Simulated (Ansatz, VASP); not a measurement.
**TaN: VASP beside Ansatz**

File INCAR:

```
SYSTEM = TaN
PREC = Accurate
ENCUT = 520
EDIFF = 1E-6
ISMEAR = 0
SIGMA = 0.028999999999999998
LREAL = .False.
LASPH = .True.
NELM = 80
ALGO = Normal
ISIF = 2
LWAVE = .False.
LCHARG = .False.
GGA = PE
NBANDS = 15
```

Contents of KPOINTS:

```
Automatic mesh
0
Gamma
  10 10 10
  0 0 0
```

POSCAR

```
TaN
1.0
    0.0000000000      2.2113230000      2.2113230000
    2.2113230000      0.0000000000      2.2113230000
    2.2113230000      2.2113230000      0.0000000000
Ta N
1 1
Direct
    0.5000000000      0.5000000000      0.5000000000
    0.0000000000      0.0000000000      0.0000000000
```

input.yaml

```yaml
crystal:
  lattice:
    - [0.0, 2.211323, 2.211323]
    - [2.211323, 0.0, 2.211323]
    - [2.211323, 2.211323, 0.0]
  atoms:
    - { symbol: Ta, position: [0.5, 0.5, 0.5] }
    - { symbol: "N", position: [0.0, 0.0, 0.0] }
kpoints:
  mp_grid: { grid: [10, 10, 10] }
scf:
  occupations: { method: gaussian, width: 0.029 }
hamiltonian:
  xc: pbe
  pseudopotentials: { kind: all_electron, lapw: { basis_error: 0.001 } }
output:
  forces: true
  stress: true
  eigenvalues: true
```

Alike in both runs: task single point; functional PBE; k mesh 10 × 10 × 10; occupations gaussian, width 0.029 eV; no spin polarisation.

```csv
,VASP,Ansatz
version,VASP 6.6.1,Ansatz 0.2.0
potentials or method,"VASP PAW PBE potentials, release 64 (Ta_pv, N), cutoff 520 eV","all-electron LAPW, scalar-relativistic"
```

```csv
,VASP,Ansatz,Ansatz less VASP
gap on the k mesh at the Fermi level (eV),none,none,-
pressure (GPa),-0.6,-1.2,-0.62
```

A gap of «none» marks a metal or a gap that the smearing closes. Ansatz ran all-electron here, and VASP with PAW potentials.

Neither program's run includes spin-orbit coupling.
